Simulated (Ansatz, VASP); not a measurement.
ZnSe: VASP beside Ansatz

Contents of POSCAR:

```
ZnSe
1.0
    0.0000000000      2.9243930542      2.9243930542
    2.9243930542      0.0000000000      2.9243930542
    2.9243930542      2.9243930542      0.0000000000
Zn Se
1 1
Direct
    0.0000000000      0.0000000000      0.0000000000
    0.2500000000      0.2500000000      0.2500000000
```

INCAR.step1

```
SYSTEM = ZnSe
ALGO = Normal
EDIFF = 1E-4
ENCUT = 520
GGA = PE
ISMEAR = 0
LASPH = .TRUE.
LCHARG = .FALSE.
LREAL = .FALSE.
LWAVE = .TRUE.
NBANDS = 16
NELM = 80
PREC = Accurate
SIGMA = 0.02
```

The input INCAR.step2:

```
SYSTEM = ZnSe
ALGO = Normal
EDIFF = 1E-7
ENCUT = 520
ISIF = 2
ISMEAR = 0
ISTART = 1
LASPH = .TRUE.
LCHARG = .TRUE.
LELF = .TRUE.
LMIXTAU = .TRUE.
LREAL = .FALSE.
LVHAR = .TRUE.
LWAVE = .FALSE.
METAGGA = R2SCAN
NBANDS = 16
NELM = 80
PREC = Accurate
SIGMA = 0.02
```

KPOINTS

```
k-points
0
G
  8 8 8
  0 0 0
```

Input for Ansatz:

```yaml
crystal:
  lattice:
    - [0.0, 2.9243930542, 2.9243930542]
    - [2.9243930542, 0.0, 2.9243930542]
    - [2.9243930542, 2.9243930542, 0.0]
  atoms:
    - { symbol: Zn, position: [0.0, 0.0, 0.0] }
    - { symbol: Se, position: [0.25, 0.25, 0.25] }
basis:
  ecutwfc: 500
kpoints:
  mp_grid: { grid: [8, 8, 8] }
hamiltonian:
  xc: r2scan
scf:
  occupations: { method: gaussian, width: 0.02 }
output:
  forces: true
  stress: true
  eigenvalues: true
```

Alike in both runs: task single point; functional r2SCAN; k mesh 8 × 8 × 8; occupations gaussian, width 0.02 eV; no spin polarisation.

|  | VASP | Ansatz |
| --- | --- | --- |
| version | VASP 6.6.1 | Ansatz 0.2.0 |
| potentials or method | VASP PAW PBE potentials, release 64 (Zn, Se), cutoff 520 eV | scalar-relativistic, plane waves, PAW |
| valence electrons in the cell | 18 | 28 |

|  | VASP | Ansatz | Ansatz less VASP |
| --- | --- | --- | --- |
| gap on the k mesh at the Fermi level (eV) | 1.47 | 1.47 | +0.002 |
| least direct gap on the mesh (eV) | 1.47 | 1.47 | +0.002 |
| pressure (GPa) | -5.0 | -5.0 | -0.07 |

VASP's potentials were made for PBE, not for r2SCAN. VASP's potentials hold 18 valence electrons a cell and Ansatz's 28, so a difference there can come from the potentials and not from the codes.
